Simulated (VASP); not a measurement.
# Ga3Se (R-3m) in VASP: notebook

The runs below take Ga3Se through single point, relaxation of cell and atoms, with PBE.

Everything below comes from runs of VASP 6.6.1. Logs are shortened: lines on timing, memory, paths and dates and some standing lists are left out, and cuts for length are marked.

## Step 1: The cell of the first run

The structure is trigonal, space group R-3m (No. 166). Conventional cell: a = 3.758 Å, b = 3.758 Å, c = 20.526 Å, α = 90.00°, β = 90.00°, γ = 120.00°. Ga (site symmetry 3m) has 3 Se at 2.75 Å and 3 Ga at 2.77 Å within 3.6 Å. Ga (site symmetry -3m) has 12 Ga at 2.77 to 3.76 Å within 3.8 Å. Within 3.6 Å of Se (site symmetry -3m) lie 6 Ga at 2.75 Å.

The cell was generated, and may not be a known phase.

## Step 2: Single point, PBE

Contents of INCAR:

```
  PREC = Accurate
  ENCUT = 520
  EDIFF = 1E-6
  ISMEAR = 0
  SIGMA = 0.1
  LREAL = F
  LASPH = T
  NELM = 60
  ALGO = Normal
  ISIF = 2
  LWAVE = F
  LCHARG = F
  GGA = PE
  NBANDS = 30
```

Contents of KPOINTS:

```
Automatic mesh
0
Gamma
  6 6 6
```

Contents of POSCAR:

```
Ga3Se
1.0
    1.8788170044      1.0847355013      6.8421223347
   -1.8788170044      1.0847355013      6.8421223347
    0.0000000000     -2.1694710084      6.8421223338
Ga Se
3 1
Direct
    0.7509096907      0.7509096907      0.7509096907
    0.2490903093      0.2490903093      0.2490903093
    0.0000000000      0.0000000000      0.0000000000
    0.5000000000      0.5000000000      0.5000000000
```

Potentials or basis: VASP PAW PBE potentials, release 64 (Ga_d, Se).

The run is started by

```sh
cat potpaw_PBE.64/Ga_d/POTCAR potpaw_PBE.64/Se/POTCAR > POTCAR
mpirun -np 1 vasp_std > vasp.out
```

OUTCAR:

```text
PREC = Accurate
   ENCUT = 520
   EDIFF = 1E-6
   ISMEAR = 0
   LREAL = F
   LASPH = T
   NELM = 60
   ISIF = 2
   GGA = PE

 ion  position               nearest neighbor table
   1  0.751  0.751  0.751-   4 2.75   4 2.75   4 2.75   3 2.77   3 2.77   3 2.77
   2  0.249  0.249  0.249-   4 2.75   4 2.75   4 2.75   3 2.77   3 2.77   3 2.77
   3  0.000  0.000  0.000-   1 2.77   2 2.77   1 2.77   1 2.77   2 2.77   2 2.77
   4  0.500  0.500  0.500-   2 2.75   1 2.75   2 2.75   2 2.75   1 2.75   1 2.75

  LATTYP: Found a trigonal (rhomboedric) cell.
 ALAT       =     7.1778299288
 COS(alpha) =     0.8629709547

  Lattice vectors:

 A1 = (   1.8788170044,   1.0847355013,   6.8421223347)
 A2 = (  -1.8788170044,   1.0847355013,   6.8421223347)
 A3 = (   0.0000000000,  -2.1694710084,   6.8421223338)

Analysis of symmetry for initial positions (statically):
=====================================================================
 Subroutine PRICEL returns:
 Original cell was already a primitive cell.

 Routine SETGRP: Setting up the symmetry group for a
 trigonal (rhombohedral) supercell.

 Subroutine GETGRP returns: Found 12 space group operations
 (whereof 12 operations were pure point group operations)
 out of a pool of 12 trial point group operations.

The static configuration has the point symmetry D_3d.

Analysis of symmetry for dynamics (positions and initial velocities):
=====================================================================
 Subroutine PRICEL returns:
 Original cell was already a primitive cell.

 Routine SETGRP: Setting up the symmetry group for a
 trigonal (rhombohedral) supercell.

 Subroutine GETGRP returns: Found 12 space group operations
 (whereof 12 operations were pure point group operations)
 out of a pool of 12 trial point group operations.

The dynamic configuration has the point symmetry D_3d.

 Subroutine INISYM returns: Found 12 space group operations
 (whereof 12 operations are pure point group operations),
 and found     1 'primitive' translations

----------------------------------------------------------------------------------------

                                     Primitive cell

  volume of cell :      83.6663

  direct lattice vectors                    reciprocal lattice vectors
     1.878817004  1.084735501  6.842122335     0.266124907  0.153647287  0.048717827
    -1.878817004  1.084735501  6.842122335    -0.266124907  0.153647287  0.048717827
[... 89 lines left out ...]
   EDIFF  = 0.1E-05   stopping-criterion for ELM
   LREAL  =      F    real-space projection
   EDIFFG = 0.1E-04   stopping-criterion for IOM
   NSW    =      0    number of steps for IOM
   IBRION =     -1    ionic relax: 0-MD 1-quasi-New 2-CG
   NFREE  =      0    steps in history (QN), initial steepest desc. (CG)
   ISIF   =      2    stress and relaxation
   ISYM   =      2    0-nonsym 1-usesym 2-fastsym
   POTIM  = 0.5000    time-step for ionic-motion
   TEBEG  =    0.0;   TEEND  =   0.0 temperature during run
   PSTRESS=    0.0 pullay stress
   NELECT =      45.0000    total number of electrons
   NUPDOWN=      -1.0000    fix difference up-down
   EMIN   =  10.00;   EMAX   =-10.00  energy-range for DOS
   EFERMI =   0.00;   METHOD = LEGACY
   ISMEAR =     0;   SIGMA  =   0.10  broadening in eV -4-tet -1-fermi 0-gaus
   EFERMI_NEDOS =   21; number of points for ismear=-14 and -15
   IALGO  =     38    algorithm
   IMIX   =      4    mixing-type and parameters
     AMIX     =   0.40;   BMIX     =  1.00
     AMIX_MAG =   1.60;   BMIX_MAG =  1.00
  volume/ion in A,a.u.               =      20.92       141.15
  Fermi-wavevector in a.u.,A,eV,Ry     =   1.331360  2.515906 24.116594  1.772520
  Thomas-Fermi vector in A             =   2.460377
   LORBIT       =      0    0 simple, 1 ext, 2 COOP (PROOUT), +10 PAW based schemes
   GGA     = PE    functional components
   LHFCALC =     F    Hartree Fock is set to
   AEXX    =    0.0000 exact exchange contribution
   IVDW    =     0    specifies the selected vdW correction
   LEPSILON=     F    determine dielectric tensor
   LRPA    =     F    only Hartree local field effects (RPA)
 non-spin polarized calculation
 Gauss-broadening in eV      SIGMA  =   0.10
  energy-cutoff  :      520.00
  volume of cell :       83.67
 maximum number of plane-waves:      2266
 NGX is ok and might be reduce to    54
   NGX = 27   NGY = 27   NGZ = 27

 number of electron      45.0000003 magnetization

 Free energy of the ion-electron system (eV)
  ---------------------------------------------------
  ext. energy  EPLUGINS =         0.00000000
  ---------------------------------------------------
  free energy    TOTEN  =       -12.80518386 eV

  energy without entropy =      -12.79379506  energy(sigma->0) =      -12.79948946

 E-fermi :   4.7995     XC(G=0): -10.3647

 val. band max:        4.7861378936   @ k =  -0.3333   0.3333   0.1667
 cond. band min:       5.0052728175   @ k =   0.5000   0.3333   0.3333
 fundamental gap:      0.2191349239
 Fermi energy:         4.7995443715

 k-point     1 :       0.0000    0.0000    0.0000
  band No.  band energies     occupation
      1     -10.2828      2.00000
      2     -10.2828      2.00000
      3     -10.1878      2.00000
      4     -10.1766      2.00000
      5     -10.1766      2.00000
      6     -10.1582      2.00000
[... 781 lines left out ...]
     29      11.4598      0.00000
     30      12.6698      0.00000

 [... further k-points ...]

------------------------ aborting loop because EDIFF is reached ----------------------------------------

  FORCE on cell =-STRESS in cart. coord.  units (eV):
  Direction    XX          YY          ZZ          XY          YZ          ZX
  --------------------------------------------------------------------------------------
  -------------------------------------------------------------------------------------
  Total        0.1185433      0.1185433      0.2177503      0.0000000     -0.0000000      0.0000000
  in kB        2.2700590      2.2700590      4.1698349      0.0000000     -0.0000000      0.0000000
  external PRESSURE =       2.9033177 kB  Pullay stress =       0.0000000 kB

 VOLUME and BASIS-vectors are now :
 -----------------------------------------------------------------------------
  energy-cutoff  :      520.00
  volume of cell :       83.67
      direct lattice vectors                 reciprocal lattice vectors
     1.878817004  1.084735501  6.842122335     0.266124907  0.153647287  0.048717827
    -1.878817004  1.084735501  6.842122335    -0.266124907  0.153647287  0.048717827
     0.000000000 -2.169471008  6.842122334     0.000000000 -0.307294573  0.048717827

 POSITION                                       TOTAL-FORCE (eV/Angst)
 -----------------------------------------------------------------------------------
      0.00000     -0.00000     15.41345        -0.000000      0.000000     -0.002784
      0.00000     -0.00000      5.11292        -0.000000     -0.000000      0.002784
      0.00000      0.00000      0.00000        -0.000000      0.000000      0.000000
      0.00000     -0.00000     10.26318         0.000000      0.000000      0.000000
 -----------------------------------------------------------------------------------
    total drift:                               -0.000000      0.000000      0.000000

  FREE ENERGIE OF THE ION-ELECTRON SYSTEM (eV)
  ---------------------------------------------------
  free  energy   TOTEN  =       -12.8051838608 eV

  energy  without entropy=      -12.7937950610  energy(sigma->0) =      -12.79948946
```

OSZICAR:

```text
N       E                     dE             d eps       ncg     rms          rms(c)
DAV:   1     0.321590129427E+03    0.32159E+03   -0.21886E+04  2062   0.248E+03
DAV:   2     0.292587313077E+02   -0.29233E+03   -0.28206E+03  1970   0.517E+02
DAV:   3    -0.112561239735E+02   -0.40515E+02   -0.39363E+02  2212   0.143E+02
DAV:   4    -0.129027191589E+02   -0.16466E+01   -0.16369E+01  2302   0.299E+01
DAV:   5    -0.129395717860E+02   -0.36853E-01   -0.36841E-01  2240   0.461E+00    0.359E+00
DAV:   6    -0.128127172611E+02    0.12685E+00   -0.21993E-01  2554   0.100E+01    0.213E+00
DAV:   7    -0.128060386386E+02    0.66786E-02   -0.19634E-01  2434   0.380E+00    0.493E-01
DAV:   8    -0.128047371056E+02    0.13015E-02   -0.30224E-02  2286   0.225E+00    0.224E-01
DAV:   9    -0.128051516479E+02   -0.41454E-03   -0.32835E-03  2302   0.615E-01    0.526E-02
DAV:  10    -0.128051601927E+02   -0.85448E-05   -0.34076E-04  2762   0.396E-01    0.305E-02
DAV:  11    -0.128051800914E+02   -0.19899E-04   -0.82014E-05  2316   0.886E-02    0.862E-03
DAV:  12    -0.128051840394E+02   -0.39481E-05   -0.11958E-05  2282   0.369E-02    0.369E-03
DAV:  13    -0.128051838608E+02    0.17868E-06   -0.91301E-07  1440   0.178E-02
   1 F= -.12805184E+02 E0= -.12799489E+02  d E =-.113888E-01
```

Run time: 2 min. Hardware: 1 thread of Intel Xeon 6975P-C (Granite Rapids), shared host; peak memory 0.39 GiB.

Results:

| Quantity | Value |
| --- | --- |
| Free energy | -12.8052 eV |
| Pressure | 0.3 GPa |
| Band gap on the k mesh | zero (an odd number of electrons rules out a gap without spin polarisation) |

Forces in eV/Å, atoms in the order of the input:
```
Ga   0.000  0.000 -0.003
Ga   0.000  0.000  0.003
Ga   0.000  0.000  0.000
Se   0.000  0.000  0.000
```

Stress tensor (GPa, compression positive):
```
0.23 0.00 0.00
0.00 0.23 0.00
0.00 0.00 0.42
```

Levels at points of the mesh, in eV from the Fermi level:
| k point | band 19 | band 20 | band 21 | band 22 | band 23 | band 24 | band 25 | band 26 |
| --- | --- | --- | --- | --- | --- | --- | --- | --- |
| (0.00, 0.00, 0.00) | -1.36 | -1.36 | -0.97 | -0.68 | 3.52 | 3.52 | 3.60 | 3.60 |
| (0.50, 0.00, 0.00) | -5.59 | -3.80 | -2.58 | -2.25 | -0.20 | 0.22 | 0.76 | 5.47 |
| (0.50, 0.50, 0.00) | -5.17 | -3.37 | -2.88 | -2.69 | 0.43 | 1.76 | 1.99 | 3.03 |
| (0.50, 0.50, 0.50) | -4.70 | -1.37 | -1.37 | 1.98 | 3.00 | 3.00 | 3.17 | 5.07 |

## Step 3: Single point, PBE (20.28 Å³/atom)

This run uses another cell than the first one, of 20.28 Å³/atom.

Contents of INCAR:

```
PREC = Accurate ; ENCUT = 520
EDIFF = 1E-6 ; ISMEAR = 0
SIGMA = 0.1 ; LREAL = False
LASPH = True ; NELM = 100
ALGO = Normal ; ISIF = 2
LWAVE = False ; LCHARG = False
GGA = PE ; NBANDS = 30
```

Contents of KPOINTS:

```
regular mesh
0
Gamma
  12 12 12
```

Contents of POSCAR:

```
Ga3Se
1.0
    1.8433159591      1.0642389652      6.8915092866
   -1.8433159591      1.0642389652      6.8915092866
    0.0000000000     -2.1284779304      6.8915092866
Ga Se
3 1
Direct
    0.7511387695      0.7511387695      0.7511387695
    0.2488612305      0.2488612305      0.2488612305
    0.0000000000      0.0000000000      0.0000000000
    0.5000000000      0.5000000000      0.5000000000
```

Potentials or basis: VASP PAW PBE potentials, release 64 (Ga_d, Se).

The run is started by

```sh
cat potpaw_PBE.64/Ga_d/POTCAR potpaw_PBE.64/Se/POTCAR > POTCAR
mpirun -np 1 vasp_std > vasp.out
```

Run time: 12 min. Hardware: 1 thread of Intel Xeon 6975P-C (Granite Rapids), shared host; peak memory 0.64 GiB.

Results (log left out):

```yaml
Free_energy: -12.8040 eV
Pressure: 1.6 GPa
Largest_force: 0.006 eV/Å
Band_gap_on_the_k_mesh: zero (an odd number of electrons rules out a gap without spin polarisation)
```

Forces in eV/Å, atoms in the order of the input:
```
Ga   0.000  0.000 -0.006
Ga   0.000  0.000  0.006
Ga   0.000  0.000  0.000
Se   0.000  0.000  0.000
```

Levels at points of the mesh, in eV from the Fermi level:
```tsv
k point	band 20	band 21	band 22	band 23	band 24	band 25	band 26	band 27
(0.00, 0.00, 0.00)	-1.32	-1.25	-0.66	3.75	3.75	3.79	3.79	4.51
(0.50, 0.00, 0.00)	-4.00	-2.62	-2.46	-0.18	0.17	0.84	5.37	5.49
(0.50, 0.50, 0.00)	-3.39	-3.09	-2.72	0.25	1.74	1.84	3.07	3.09
(0.50, 0.50, 0.50)	-1.32	-1.32	2.08	3.21	3.21	3.37	5.28	5.28
```

## Step 4: Single point, PBE

Contents of INCAR:

```
PREC = Accurate ; ENCUT = 520
EDIFF = 1E-6 ; ISMEAR = 0
SIGMA = 0.1 ; LREAL = F
LASPH = T ; NELM = 80
ALGO = Normal ; ISIF = 2
LWAVE = F ; LCHARG = F
GGA = PE ; NBANDS = 30
```

Contents of KPOINTS:

```
Automatic mesh
0
Gamma
  12 12 12
```

Contents of POSCAR:

```
Ga3Se
1.0
    1.8650552476      1.0767901493      6.9399888918
   -1.8650552476      1.0767901493      6.9399888918
    0.0000000000     -2.1535802986      6.9399888918
Ga Se
3 1
Direct
    0.7515520692      0.7515520692      0.7515520692
    0.2484479308      0.2484479308      0.2484479308
    0.0000000000      0.0000000000      0.0000000000
    0.5000000000      0.5000000000      0.5000000000
```

The run is started by

```sh
cat potpaw_PBE.64/Ga_d/POTCAR potpaw_PBE.64/Se/POTCAR > POTCAR
mpirun -np 1 vasp_std > vasp.out
```

Run time: 11 min. Hardware: 1 thread of Intel Xeon 6975P-C (Granite Rapids), shared host; peak memory 0.65 GiB.

The run converged. Its results:

```
Free energy            : -12.8164 eV
Pressure               : 0.1 GPa
Band gap on the k mesh : zero (an odd number of electrons rules out a gap without spin polarisation)
```

Stress tensor (GPa, compression positive):
```
0.11 0.00 0.00
0.00 0.11 0.00
0.00 0.00 0.21
```

Levels at points of the mesh, in eV from the Fermi level:
| k point | band 19 | band 20 | band 21 | band 22 | band 23 | band 24 | band 25 | band 26 | band 27 | band 28 |
| --- | --- | --- | --- | --- | --- | --- | --- | --- | --- | --- |
| (0.00, 0.00, 0.00) | -1.34 | -1.34 | -1.19 | -0.81 | 3.65 | 3.65 | 3.70 | 3.70 | 4.39 | 4.81 |
| (0.50, 0.00, 0.00) | -5.64 | -3.92 | -2.59 | -2.34 | -0.26 | 0.16 | 0.84 | 5.41 | 5.43 | 5.43 |
| (0.50, 0.50, 0.00) | -5.22 | -3.43 | -2.99 | -2.68 | 0.29 | 1.76 | 1.81 | 3.03 | 3.04 | 3.51 |
| (0.50, 0.50, 0.50) | -4.91 | -1.35 | -1.35 | 1.95 | 3.12 | 3.12 | 3.12 | 5.16 | 5.16 | 5.65 |

(Part 1 of 2 ends here.)

The gap in the log of VASP goes by the Fermi energy; the results here count the filled bands.